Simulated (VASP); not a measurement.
The system is BiB.

```
B Bi
1.0
     0.00000    2.74487    2.74487
     2.74487    0.00000    2.74487
     2.74487    2.74487    0.00000
B Bi
1 1
Direct
  0.00000 0.00000 0.00000
  0.25000 0.25000 0.25000
```

Base run:

* Program: VASP 6.6.1
* Functional: PBE
* Potentials or basis: VASP PAW PBE potentials, release 64 (B, Bi_d)
* Cutoff: 520 eV
* k mesh: 6 × 6 × 6
* Occupations: gaussian, width 0.01 eV
* Spin: no spin polarisation

Its results: band gap on the k mesh 0.28 eV, direct.

Problem. The run is repeated on the same cell with these changes: functional from PBE to HSE06; further incar settings from ALGO = Normal; EDIFF = 1e-08 to ALGO = Normal; EDIFF = 1e-06; NBANDS = 16. What comes out?

Solution. Band gap on the k mesh 0.90 eV, direct.

Caveats: spin-orbit coupling is left out, which moves the levels of the heavy elements; the gap is small at this level, which inflates the dielectric constant (some runs).

A k mesh can miss the band edges.
